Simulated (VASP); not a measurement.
# RbBr (Pm-3m) in VASP: settings compared

The runs below take RbBr through relaxation of cell and atoms, with RPBE, revPBE.

Everything below comes from runs of VASP 6.6.1. Logs are shortened: lines on timing, memory, paths and dates and some standing lists are left out, and cuts for length are marked.

### 1 The cell of the first run

It takes space group Pm-3m (No. 221, cubic). The conventional cell has a = 4.126 Å, b = 4.126 Å, c = 4.126 Å, α = 90.00°, β = 90.00°, γ = 90.00°. Rb (site symmetry m-3m) has 8 Br at 3.57 Å and 6 Rb at 4.13 Å within 4.7 Å. Br (site symmetry m-3m) has 8 Rb at 3.57 Å and 6 Br at 4.13 Å within 4.7 Å.

### 2 Relaxation of cell and atoms, RPBE

The input, INCAR:

```
  PREC = Accurate
  ENCUT = 600
  EDIFF = 1E-6
  ISMEAR = -1
  SIGMA = 0.05
  LREAL = F
  LASPH = T
  NELM = 80
  ALGO = Normal
  ISIF = 3
  LWAVE = F
  LCHARG = F
  GGA = RP
  IBRION = 2
  NSW = 80
  EDIFFG = -0.02
```

The input, KPOINTS:

```
Automatic mesh
0
Gamma
  7 7 7
```

The input, POSCAR:

```
RbBr
1.0
    4.1260773000      0.0000000000      0.0000000000
    0.0000000000      4.1260773000      0.0000000000
    0.0000000000      0.0000000000      4.1260773000
Rb Br
1 1
Direct
    0.0000000000      0.0000000000      0.0000000000
    0.5000000000      0.5000000000      0.5000000000
```

Potentials or basis: VASP PAW PBE potentials, release 64 (Rb_sv, Br).

Command:

```
$ cat potpaw_PBE.64/Rb_sv/POTCAR potpaw_PBE.64/Br/POTCAR > POTCAR
$ mpirun -np 1 vasp_std > vasp.out
```

OUTCAR:

```text
PREC = Accurate
   ENCUT = 600
   EDIFF = 1E-6
   ISMEAR = -1
   LREAL = F
   LASPH = T
   NELM = 80
   ISIF = 3
   GGA = RP
   IBRION = 2
   NSW = 80
   EDIFFG = -0.02

 ion  position               nearest neighbor table
   1  0.000  0.000  0.000-   2 3.57   2 3.57   2 3.57   2 3.57   2 3.57   2 3.57   2 3.57   2 3.57

   2  0.500  0.500  0.500-   1 3.57   1 3.57   1 3.57   1 3.57   1 3.57   1 3.57   1 3.57   1 3.57

  LATTYP: Found a simple cubic cell.
 ALAT       =     4.1260773000

  Lattice vectors:

 A1 = (   4.1260773000,   0.0000000000,   0.0000000000)
 A2 = (   0.0000000000,   4.1260773000,   0.0000000000)
 A3 = (   0.0000000000,   0.0000000000,   4.1260773000)

Analysis of symmetry for initial positions (statically):
=====================================================================
 Subroutine PRICEL returns:
 Original cell was already a primitive cell.

 Routine SETGRP: Setting up the symmetry group for a
 simple cubic supercell.

 Subroutine GETGRP returns: Found 48 space group operations
 (whereof 48 operations were pure point group operations)
 out of a pool of 48 trial point group operations.

The static configuration has the point symmetry O_h .

Analysis of symmetry for dynamics (positions and initial velocities):
=====================================================================
 Subroutine PRICEL returns:
 Original cell was already a primitive cell.

 Routine SETGRP: Setting up the symmetry group for a
 simple cubic supercell.

 Subroutine GETGRP returns: Found 48 space group operations
 (whereof 48 operations were pure point group operations)
 out of a pool of 48 trial point group operations.

The dynamic configuration has the point symmetry O_h .

 Subroutine INISYM returns: Found 48 space group operations
 (whereof 48 operations are pure point group operations),
 and found     1 'primitive' translations

----------------------------------------------------------------------------------------

                                     Primitive cell

  volume of cell :      70.2445

  direct lattice vectors                    reciprocal lattice vectors
     4.126077300  0.000000000  0.000000000     0.242360947  0.000000000  0.000000000
     0.000000000  4.126077300  0.000000000     0.000000000  0.242360947  0.000000000
     0.000000000  0.000000000  4.126077300     0.000000000  0.000000000  0.242360947

  length of vectors
     4.126077300  4.126077300  4.126077300     0.242360947  0.242360947  0.242360947

  position of ions in fractional coordinates (direct lattice)
     0.000000000  0.000000000  0.000000000
     0.500000000  0.500000000  0.500000000

  ion indices of the primitive-cell ions
   primitive index   ion index
                 1           1
                 2           2

----------------------------------------------------------------------------------------

 KPOINTS: Automatic mesh

Automatic generation of k-mesh.
 Grid dimensions read from file:
 generate k-points for:    7    7    7

 Generating k-lattice:

  Cartesian coordinates                     Fractional coordinates (reciprocal lattice)
     0.034622992  0.000000000  0.000000000     0.142857143  0.000000000  0.000000000
     0.000000000  0.034622992  0.000000000     0.000000000  0.142857143  0.000000000
     0.000000000  0.000000000  0.034622992     0.000000000  0.000000000  0.142857143

  Length of vectors
     0.034622992  0.034622992  0.034622992

  Shift w.r.t. Gamma in fractional coordinates (k-lattice)
     0.000000000  0.000000000  0.000000000

 Subroutine IBZKPT returns following result:
 ===========================================

 Found     20 irreducible k-points:

 Following reciprocal coordinates:
            Coordinates               Weight
  0.000000  0.000000  0.000000      1.000000
  0.142857  0.000000  0.000000      6.000000
  0.285714  0.000000  0.000000      6.000000
  0.428571  0.000000  0.000000      6.000000
  0.142857  0.142857  0.000000     12.000000
  0.285714  0.142857  0.000000     24.000000
[... 12 lines left out ...]
  0.428571  0.428571  0.285714     24.000000
  0.428571  0.428571  0.428571      8.000000
   k-points           NKPTS =     20   k-points in BZ     NKDIM =     20   number of bands    NBANDS=     12
   number of dos      NEDOS =    301   number of ions     NIONS =      2
   total plane-waves  NPLWV =  46656
   dimension x,y,z NGX =    36 NGY =   36 NGZ =   36
   dimension x,y,z NGXF=    72 NGYF=   72 NGZF=   72
   ions per type =               1   1
   NGX,Y,Z   is equivalent  to a cutoff of  14.50, 14.50, 14.50 a.u.
   NGXF,Y,Z  is equivalent  to a cutoff of  29.01, 29.01, 29.01 a.u.
 SYSTEM =  unknown system
   PREC   = accura    normal or accurate (medium, high low for compatibility)
   ISTART =      0    job   : 0-new  1-cont  2-samecut
   ICHARG =      2    charge: 1-file 2-atom 10-const
   ISPIN  =      1    spin polarized calculation?
   LNONCOLLINEAR =      F non collinear calculations
   LSORBIT =      F    spin-orbit coupling
   LASPH  =      T    aspherical Exc in radial PAW
   ENCUT  =  600.0 eV  44.10 Ry    6.64 a.u.   8.24  8.24  8.24*2*pi/ulx,y,z
   NELM   =     80;   NELMIN=  2; NELMDL= -5     # of ELM steps
   EDIFF  = 0.1E-05   stopping-criterion for ELM
   LREAL  =      F    real-space projection
   EDIFFG = -.2E-01   stopping-criterion for IOM
   NSW    =     80    number of steps for IOM
   IBRION =      2    ionic relax: 0-MD 1-quasi-New 2-CG
   NFREE  =      1    steps in history (QN), initial steepest desc. (CG)
   ISIF   =      3    stress and relaxation
   ISYM   =      2    0-nonsym 1-usesym 2-fastsym
   POTIM  = 0.5000    time-step for ionic-motion
   TEBEG  =    0.0;   TEEND  =   0.0 temperature during run
   PSTRESS=    0.0 pullay stress
   NELECT =      16.0000    total number of electrons
   NUPDOWN=      -1.0000    fix difference up-down
   EMIN   =  10.00;   EMAX   =-10.00  energy-range for DOS
   EFERMI =   0.00;   METHOD = LEGACY
   ISMEAR =    -1;   SIGMA  =   0.05  broadening in eV -4-tet -1-fermi 0-gaus
   EFERMI_NEDOS =   21; number of points for ismear=-14 and -15
   IALGO  =     38    algorithm
   IMIX   =      4    mixing-type and parameters
     AMIX     =   0.40;   BMIX     =  1.00
     AMIX_MAG =   1.60;   BMIX_MAG =  1.00
  volume/ion in A,a.u.               =      35.12       237.02
  Fermi-wavevector in a.u.,A,eV,Ry     =   0.999795  1.889338 13.600238  0.999589
  Thomas-Fermi vector in A             =   2.132108
   LORBIT       =      0    0 simple, 1 ext, 2 COOP (PROOUT), +10 PAW based schemes
   GGA     = RP    functional components
   LHFCALC =     F    Hartree Fock is set to
   AEXX    =    0.0000 exact exchange contribution
   IVDW    =     0    specifies the selected vdW correction
   LEPSILON=     F    determine dielectric tensor
   LRPA    =     F    only Hartree local field effects (RPA)
 conjugate gradient relaxation of ions
 non-spin polarized calculation
  energy-cutoff  :      600.00
  volume of cell :       70.24
 maximum number of plane-waves:      2363
 NGX is ok and might be reduce to    36
   NGX = 17   NGY = 17   NGZ = 17

--------------------------------------- Ionic step        1  -------------------------------------------

 number of electron      16.0000001 magnetization

 Free energy of the ion-electron system (eV)
  ---------------------------------------------------
  ext. energy  EPLUGINS =         0.00000000
  ---------------------------------------------------
  free energy    TOTEN  =        -5.57096974 eV

  energy without entropy =       -5.57096974  energy(sigma->0) =       -5.57096974

------------------------ aborting loop because EDIFF is reached ----------------------------------------

  FORCE on cell =-STRESS in cart. coord.  units (eV):
  Direction    XX          YY          ZZ          XY          YZ          ZX
  --------------------------------------------------------------------------------------
  -------------------------------------------------------------------------------------
  Total        1.0802653      1.0802653      1.0802653      0.0000000      0.0000000     -0.0000000
  in kB       24.6393319     24.6393319     24.6393319      0.0000000      0.0000000     -0.0000000
  external PRESSURE =      24.6393319 kB  Pullay stress =       0.0000000 kB
[... 21 lines left out ...]
  energy  without entropy=       -5.5709697401  energy(sigma->0) =       -5.57096974

--------------------------------------- Ionic step        2  -------------------------------------------

 number of electron      15.9999998 magnetization

 E-fermi :   0.2423     XC(G=0):  -7.2881

 val. band max:       -0.8960822417   @ k =   0.4286   0.4286   0.0000
 cond. band min:       3.2696958242   @ k =   0.0000   0.0000   0.0000
 fundamental gap:      4.1657780659
 Fermi energy:         0.2422953932

 k-point     1 :       0.0000    0.0000    0.0000
  band No.  band energies     occupation
      1     -26.1675      2.00000
      2     -13.3272      2.00000
      3     -10.1702      2.00000
      4     -10.1702      2.00000
      5     -10.1702      2.00000
      6      -1.0210      2.00000
      7      -1.0210      2.00000
      8      -1.0210      2.00000
      9       3.2697      0.00000
     10       4.9913      0.00000
     11       4.9913      0.00000
     12       8.9049      0.00000
[... 352 lines left out ...]
  energy  without entropy=       -5.6533274170  energy(sigma->0) =       -5.65332742

--------------------------------------- Ionic step        4  -------------------------------------------

 number of electron      16.0000003 magnetization

 Free energy of the ion-electron system (eV)
  ---------------------------------------------------
  ext. energy  EPLUGINS =         0.00000000
  ---------------------------------------------------
  free energy    TOTEN  =        -5.65423153 eV

  energy without entropy =       -5.65423153  energy(sigma->0) =       -5.65423153

 E-fermi :  -0.0785     XC(G=0):  -6.9319

 val. band max:       -1.2358813164   @ k =   0.4286   0.4286   0.0000
 cond. band min:       2.6834882871   @ k =   0.0000   0.0000   0.0000
 fundamental gap:      3.9193696034
 Fermi energy:        -0.0785470413

 k-point     1 :       0.0000    0.0000    0.0000
  band No.  band energies     occupation
      1     -26.6785      2.00000
      2     -13.5533      2.00000
      3     -10.6918      2.00000
      4     -10.6918      2.00000
      5     -10.6918      2.00000
      6      -1.3550      2.00000
      7      -1.3550      2.00000
      8      -1.3550      2.00000
      9       2.6835      0.00000
     10       4.6919      0.00000
     11       4.6919      0.00000
     12       8.3058      0.00000
[... 312 lines left out ...]
  FREE ENERGIE OF THE ION-ELECTRON SYSTEM (eV)
  ---------------------------------------------------
  free  energy   TOTEN  =        -5.6542315327 eV

  energy  without entropy=       -5.6542315326  energy(sigma->0) =       -5.65423153

 reached required accuracy - stopping structural energy minimisation
```

It took 1.8 min on 1 thread of Intel Xeon 8259CL, shared host; peak memory 0.22 GiB.

What came out:

| Property | Result |
| --- | --- |
| Free energy | -5.6542 eV |
| Relaxed volume | 41.36 Å³/atom |
| Relaxed cell | a = 4.357 Å, b = 4.357 Å, c = 4.357 Å, α = 90.00°, β = 90.00°, γ = 90.00° |
| Space group after relaxing (to 0.1 Å) | Pm-3m (No. 221) |
| Energy gained by relaxing | 41.6 meV/atom |
| Ionic steps | 4 |
| Pressure after relaxing | 0.0 GPa |
| Band gap on the k mesh | 3.92 eV (least direct gap 4.04 eV) |

Step by step:
```
step  energy change (eV)  largest force (eV/Å)  pressure (GPa)  volume (Å³)
   1              0.0000                0.0000            2.46        70.24
   2             -0.0611                0.0000            1.10        75.88
   3             -0.0824                0.0000            0.20        81.38
   4             -0.0833                0.0000            0.03        82.71
```

Final structure:
```cif
data_structure
_symmetry_space_group_name_H-M 'P 1'
_symmetry_Int_Tables_number 1
_cell_length_a 4.3571
_cell_length_b 4.3571
_cell_length_c 4.3571
_cell_angle_alpha 90.000
_cell_angle_beta 90.000
_cell_angle_gamma 90.000
_cell_volume 82.71
loop_
_atom_site_label
_atom_site_type_symbol
_atom_site_fract_x
_atom_site_fract_y
_atom_site_fract_z
_atom_site_occupancy
Rb1 Rb 0.00000 0.00000 0.00000 1
Br1 Br 0.50000 0.50000 0.50000 1
```

Caveat: the volume moved by over 15 % at a fixed basis, so the end points are rough; the PAW data sets were made with another functional, which shifts forces and pressure a little; an odd mesh through Γ misses points on the zone boundary, where band edges can lie.

### 3 Relaxation of cell and atoms, revPBE

The input, INCAR:

```
SYSTEM = RbBr
PREC = Accurate
ENCUT = 600
EDIFF = 1E-6
ISMEAR = -1
SIGMA = 0.05
LREAL = .FALSE.
LASPH = .TRUE.
NELM = 80
ALGO = Normal
ISIF = 3
LWAVE = .FALSE.
LCHARG = .FALSE.
GGA = RE
IBRION = 2
NSW = 80
EDIFFG = -0.02
```

The input, KPOINTS:

```
regular mesh
0
G
  7 7 7
  0 0 0
```

POSCAR is that of step 2.

Potentials or basis: VASP PAW PBE potentials, release 64 (Rb_sv, Br).

Command:

```
$ cat potpaw_PBE.64/Rb_sv/POTCAR potpaw_PBE.64/Br/POTCAR > POTCAR
$ mpirun -np 1 vasp_std > vasp.out
```

It took 1.8 min on 1 thread of Intel Xeon 8259CL, shared host; peak memory 0.22 GiB.

It converged, with:

- Free energy: -5.6562 eV
- Relaxed volume: 40.50 Å³/atom
- Relaxed cell: a = 4.327 Å, b = 4.327 Å, c = 4.327 Å, α = 90.00°, β = 90.00°, γ = 90.00°
- Space group after relaxing (to 0.1 Å): Pm-3m (No. 221)
- Energy gained by relaxing: 31.3 meV/atom
- Ionic steps: 4
- Pressure after relaxing: 0.0 GPa
- Band gap on the k mesh: 3.93 eV (least direct gap 4.06 eV)

The path:
| step | energy change (eV) | largest force (eV/Å) | pressure (GPa) | volume (Å³) |
| --- | --- | --- | --- | --- |
| 1 | 0.0000 | 0.0000 | 2.11 | 70.24 |
| 2 | -0.0453 | 0.0000 | 0.97 | 75.05 |
| 3 | -0.0619 | 0.0000 | 0.16 | 79.93 |
| 4 | -0.0625 | 0.0000 | 0.03 | 81.00 |

Final structure:
```cif
data_structure
_symmetry_space_group_name_H-M 'P 1'
_symmetry_Int_Tables_number 1
_cell_length_a 4.3268
_cell_length_b 4.3268
_cell_length_c 4.3268
_cell_angle_alpha 90.000
_cell_angle_beta 90.000
_cell_angle_gamma 90.000
_cell_volume 81.00
loop_
_atom_site_label
_atom_site_type_symbol
_atom_site_fract_x
_atom_site_fract_y
_atom_site_fract_z
_atom_site_occupancy
Rb1 Rb 0.00000 0.00000 0.00000 1
Br1 Br 0.50000 0.50000 0.50000 1
```

Levels at points of the mesh, in eV from the valence-band top:
| k point | band 4 | band 5 | band 6 | band 7 | band 8 | band 9 | band 10 | band 11 | band 12 |
| --- | --- | --- | --- | --- | --- | --- | --- | --- | --- |
| (0.00, 0.00, 0.00) | -9.39 | -9.39 | -0.12 | -0.12 | -0.12 | 3.93 | 5.90 | 5.90 | 9.60 |

Caveat: the volume moved by over 15 % at a fixed basis, so the end points are rough; the PAW data sets were made with another functional, which shifts forces and pressure a little; an odd mesh through Γ misses points on the zone boundary, where band edges can lie.
